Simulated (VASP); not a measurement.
# BP (F-43m) in VASP: a series of runs, part 2 of 2

VASP 6.6.1. Earlier steps stand in the parts before.

## 3. Single point, LDA (volume scaled by 0.96)

The input, INCAR:

```
PREC     = Accurate       # precision mode
ENCUT    = 520            # plane-wave cutoff, eV
EDIFF    = 1E-6           # SCF threshold, eV
ISMEAR   = 0              # smearing method
SIGMA    = 0.05           # smearing width, eV
LREAL    = F              # projectors in reciprocal space
LASPH    = T              # aspherical terms in the spheres
NELM     = 100            # most SCF steps
ALGO     = Normal         # electronic algorithm
ISIF     = 2              # what is computed and relaxed
LWAVE    = F              # write WAVECAR
LCHARG   = T              # write CHGCAR
GGA      = CA             # functional
LELF     = T              # ELF
LVHAR    = T            
NBANDS   = 11             # bands
```

The input, KPOINTS:

```
regular mesh
0
Gamma
  8 8 8
```

The input, POSCAR:

```
BP
1.0
    0.0000000000      2.2149359772      2.2149359772
    2.2149359772      0.0000000000      2.2149359772
    2.2149359772      2.2149359772      0.0000000000
B P
1 1
Direct
    0.0000000000      0.0000000000      0.0000000000
    0.7500000000      0.7500000000      0.7500000000
```

Potentials or basis: VASP PAW LDA potentials, release 64 (B, P).

Launch:

```console
cat potpaw_LDA.64/B/POTCAR potpaw_LDA.64/P/POTCAR > POTCAR
mpirun -np 1 vasp_std > vasp.out
```

It took 11 s on 1 thread of AMD EPYC 7R43 (Zen 3), shared host; peak memory 0.09 GiB.

The run converged. Its results:

| Property | Result |
| --- | --- |
| Free energy | -14.3764 eV |
| Pressure | 7.6 GPa |
| Band gap on the k mesh | 1.14 eV, indirect (least direct gap 3.50 eV) |

Levels at points of the mesh, in eV from the valence-band top:
```csv
k point,band 1,band 2,band 3,band 4,band 5,band 6,band 7,band 8
"(0.00, 0.00, 0.00)",-16.04,0.00,0.00,0.00,3.50,3.50,3.50,8.50
"(0.50, 0.00, 0.00)",-12.43,-9.54,-1.83,-1.83,4.23,4.73,4.73,10.18
"(0.50, 0.50, 0.00)",-10.83,-8.86,-4.37,-4.37,1.16,1.50,12.69,12.69
```

Caveat: the cell differs from its parent crystal (volume scaled by 0.96). A k mesh can miss the band edges.

## 4. Single point, PBEsol (volume scaled by 0.96)

The input, INCAR:

```
  PREC = Accurate
  ENCUT = 520
  EDIFF = 1E-6
  ISMEAR = 0
  SIGMA = 0.05
  LREAL = False
  LASPH = True
  NELM = 80
  ALGO = Normal
  ISIF = 2
  LWAVE = False
  LCHARG = False
  GGA = PS
  NBANDS = 11
```

The input, KPOINTS:

```
Automatic mesh
0
Gamma
  8 8 8
```

The input, POSCAR:

```
BP
1.0
    0.0000000000      2.2296044318      2.2296044318
    2.2296044318      0.0000000000      2.2296044318
    2.2296044318      2.2296044318      0.0000000000
B P
1 1
Direct
    0.0000000000      0.0000000000      0.0000000000
    0.7500000000      0.7500000000      0.7500000000
```

Potentials or basis: VASP PAW PBE potentials, release 64 (B, P).

Launch:

```console
cat potpaw_PBE.64/B/POTCAR potpaw_PBE.64/P/POTCAR > POTCAR
mpirun -np 1 vasp_std > vasp.out
```

OUTCAR:

```text
PREC = Accurate
   ENCUT = 520
   EDIFF = 1E-6
   ISMEAR = 0
   LREAL = False
   LASPH = True
   NELM = 80
   ISIF = 2
   GGA = PS

 ion  position               nearest neighbor table
   1  0.000  0.000  0.000-   2 1.93   2 1.93   2 1.93   2 1.93
   2  0.750  0.750  0.750-   1 1.93   1 1.93   1 1.93   1 1.93

  LATTYP: Found a face centered cubic cell.
 ALAT       =     4.4592088636

  Lattice vectors:

 A1 = (   0.0000000000,   2.2296044318,   2.2296044318)
 A2 = (   2.2296044318,   0.0000000000,   2.2296044318)
[... 513 lines left out ...]
      7      16.6532      0.00000
      8      18.0927      0.00000
      9      18.6521      0.00000
     10      22.7711      0.00000
     11      25.1353      0.00000

 [... further k-points ...]
[... 5 lines left out ...]
  --------------------------------------------------------------------------------------
  -------------------------------------------------------------------------------------
  Total        1.0482528      1.0482528      1.0482528     -0.0000000     -0.0000000     -0.0000000
  in kB       75.7640491     75.7640491     75.7640491     -0.0000000     -0.0000000     -0.0000000
  external PRESSURE =      75.7640491 kB  Pullay stress =       0.0000000 kB

 VOLUME and BASIS-vectors are now :
 -----------------------------------------------------------------------------
  energy-cutoff  :      520.00
  volume of cell :       22.17
      direct lattice vectors                 reciprocal lattice vectors
     0.000000000  2.229604432  2.229604432    -0.224255026  0.224255026  0.224255026
     2.229604432  0.000000000  2.229604432     0.224255026 -0.224255026  0.224255026
     2.229604432  2.229604432  0.000000000     0.224255026  0.224255026 -0.224255026

 POSITION                                       TOTAL-FORCE (eV/Angst)
 -----------------------------------------------------------------------------------
      0.00000      0.00000      0.00000        -0.000000     -0.000000     -0.000000
      3.34441      3.34441      3.34441         0.000000      0.000000      0.000000
 -----------------------------------------------------------------------------------
    total drift:                               -0.000000     -0.000000     -0.000000

  FREE ENERGIE OF THE ION-ELECTRON SYSTEM (eV)
  ---------------------------------------------------
  free  energy   TOTEN  =       -13.6496554799 eV

  energy  without entropy=      -13.6496554799  energy(sigma->0) =      -13.64965548
```

OSZICAR:

```text
N       E                     dE             d eps       ncg     rms          rms(c)
DAV:   1     0.979178310618E+01    0.97918E+01   -0.40144E+03   646   0.659E+02
DAV:   2    -0.138136139191E+02   -0.23605E+02   -0.22665E+02   874   0.112E+02
DAV:   3    -0.144721492453E+02   -0.65854E+00   -0.65672E+00   807   0.160E+01
DAV:   4    -0.144746293628E+02   -0.24801E-02   -0.24799E-02   709   0.114E+00
DAV:   5    -0.144746411723E+02   -0.11809E-04   -0.11809E-04   781   0.788E-02    0.758E+00
DAV:   6    -0.137758588603E+02    0.69878E+00   -0.14396E+00   722   0.526E+00    0.404E+00
DAV:   7    -0.136593087271E+02    0.11655E+00   -0.29198E-01   782   0.266E+00    0.129E+00
DAV:   8    -0.136494612821E+02    0.98474E-02   -0.27436E-02   744   0.948E-01    0.182E-01
DAV:   9    -0.136495965700E+02   -0.13529E-03   -0.69486E-04   725   0.184E-01    0.114E-01
DAV:  10    -0.136496514409E+02   -0.54871E-04   -0.10268E-04   721   0.622E-02    0.217E-02
DAV:  11    -0.136496551886E+02   -0.37476E-05   -0.68507E-06   782   0.149E-02    0.284E-02
DAV:  12    -0.136496554799E+02   -0.29137E-06   -0.19520E-06   497   0.648E-03
   1 F= -.13649655E+02 E0= -.13649655E+02  d E =-.198384E-20
```

It took 12 s on 1 thread of AMD EPYC 7R43 (Zen 3), shared host; peak memory 0.1 GiB.

Results:

```
Free energy            : -13.6497 eV
Pressure               : 7.6 GPa
Band gap on the k mesh : 1.10 eV, indirect (least direct gap 3.44 eV)
```

Levels at points of the mesh, in eV from the valence-band top:
```tsv
k point	band 1	band 2	band 3	band 4	band 5	band 6	band 7	band 8	band 9
(0.00, 0.00, 0.00)	-15.98	0.00	0.00	0.00	3.44	3.44	3.44	8.15	11.61
(0.50, 0.00, 0.00)	-12.42	-9.48	-1.83	-1.83	4.05	4.68	4.68	10.11	14.94
(0.50, 0.50, 0.00)	-10.82	-8.87	-4.34	-4.34	1.12	1.47	12.59	12.59	15.78
```

Caveat: the cell differs from its parent crystal (volume scaled by 0.96); the PAW data sets were made with another functional, which shifts forces and pressure a little.

## 5. Single point, PBE

This run uses another cell than the first one, of 11.68 Å³/atom, 1.053 times its volume.

The input, INCAR:

```
ALGO = Normal
EDIFF = 1E-7
ENCUT = 520
GGA = PE
ISIF = 2
ISMEAR = 0
LASPH = T
LCHARG = F
LREAL = F
LWAVE = F
NBANDS = 11
NELM = 80
PREC = Accurate
SIGMA = 0.05
```

The input, KPOINTS:

```
k-points
0
Gamma
  8 8 8
```

The input, POSCAR:

```
BP
1.0
    0.0000000000      2.2690012231      2.2690012231
    2.2690012231      0.0000000000      2.2690012231
    2.2690012231      2.2690012231      0.0000000000
B P
1 1
Direct
    0.0000000000      0.0000000000      0.0000000000
    0.7500000000      0.7500000000      0.7500000000
```

Launch:

```console
cat potpaw_PBE.64/B/POTCAR potpaw_PBE.64/P/POTCAR > POTCAR
mpirun -np 1 vasp_std > vasp.out
```

Run time: 15 s. Hardware: 1 thread of AMD EPYC 7R43 (Zen 3), shared host; peak memory 0.1 GiB.

The run converged. Its results:

```yaml
Free_energy: -12.9286 eV
Pressure: 0.9 GPa
Band_gap_on_the_k_mesh: 1.27 eV, indirect (least direct gap 3.40 eV)
```

Levels at points of the mesh, in eV from the valence-band top:
| k point | band 1 | band 2 | band 3 | band 4 | band 5 | band 6 | band 7 | band 8 | band 9 |
| --- | --- | --- | --- | --- | --- | --- | --- | --- | --- |
| (0.00, 0.00, 0.00) | -15.46 | 0.00 | 0.00 | 0.00 | 3.40 | 3.40 | 3.40 | 7.37 | 11.51 |
| (0.50, 0.00, 0.00) | -12.14 | -9.03 | -1.76 | -1.76 | 3.78 | 4.71 | 4.71 | 10.13 | 14.63 |
| (0.50, 0.50, 0.00) | -10.61 | -8.58 | -4.11 | -4.11 | 1.33 | 1.66 | 12.12 | 12.12 | 15.23 |

## 6. The runs side by side

| level | potentials or basis | cell | gap on the mesh (eV) | pressure (GPa) |
| --- | --- | --- | --- | --- |
| LDA | VASP PAW LDA potentials, release 64 (B, P) | a = 3.154 Å, angles 60.0°, 2 atoms | 1.16 | 3.6 |
| LDA | VASP PAW LDA potentials, release 64 (B, P) | a = 3.132 Å, angles 60.0°, 2 atoms | 1.14 | 7.6 |
| PBEsol | VASP PAW PBE potentials, release 64 (B, P) | a = 3.153 Å, angles 60.0°, 2 atoms | 1.10 | 7.6 |
| PBE | VASP PAW PBE potentials, release 64 (B, P) | a = 3.209 Å, angles 60.0°, 2 atoms | 1.27 | 0.9 |

Alike in all rows: task single point; no spin polarisation; k mesh 8 × 8 × 8; cutoff (eV) 520; smearing gaussian 0.05 eV.

Caveats: the PAW data sets were made with another functional, which shifts forces and pressure a little (some runs).

Total energies depend on the potentials used, so only differences within one code and one set of settings carry meaning.
